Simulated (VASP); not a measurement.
A run of VASP 6.6.1 is set up as follows.

POSCAR

```
Sn
1.0
   -1.9103108088      1.9103108088      1.9103108088
    1.9103108088     -1.9103108088      1.9103108088
    1.9103108088      1.9103108088     -1.9103108088
Sn
1
Direct
    0.0000000000      0.0000000000      0.0000000000
```

Contents of INCAR.step1:

```
PREC = Accurate ; ENCUT = 520
ISMEAR = -1 ; SIGMA = 0.08
LREAL = False ; LASPH = True
NELM = 60 ; NBANDS = 13
GGA = PE ; ALGO = Normal
EDIFF = 1E-4 ; LWAVE = True
LCHARG = False
```

INCAR.step2

```
PREC = Accurate ; ENCUT = 520
EDIFF = 1E-8 ; ISMEAR = -1
SIGMA = 0.08 ; LREAL = False
LASPH = True ; NELM = 60
ALGO = Normal ; ISIF = 2
LWAVE = False ; LCHARG = False
METAGGA = R2SCAN ; LMIXTAU = True
LEFG = True ; NBANDS = 13
ISTART = 1
```

KPOINTS

```
regular mesh
0
Gamma
  14 14 14
```

Potentials or basis: VASP PAW PBE potentials, release 64 (Sn_d).

Run with:

```bash
$ cat potpaw_PBE.64/Sn_d/POTCAR > POTCAR
$ cp INCAR.step1 INCAR
$ mpirun -np 1 vasp_std > vasp.out
$ cp INCAR.step2 INCAR
$ mpirun -np 1 vasp_std > vasp.out
```

Q: Predict the band gap on the k mesh.

A: Zero (band 7 reaches 15.91 eV, above the bottom of band 8 at 5.24 eV).

Q: What does it give for the pressure?

A: -1.7 GPa.

Caveat: without QUAD_EFG the Cq values of the log hold for a quadrupole moment of 1 mb, not for the nuclei; the PAW data sets were made with another functional, which shifts forces and pressure a little; spin-orbit coupling is left out, which moves the levels of the heavy elements.
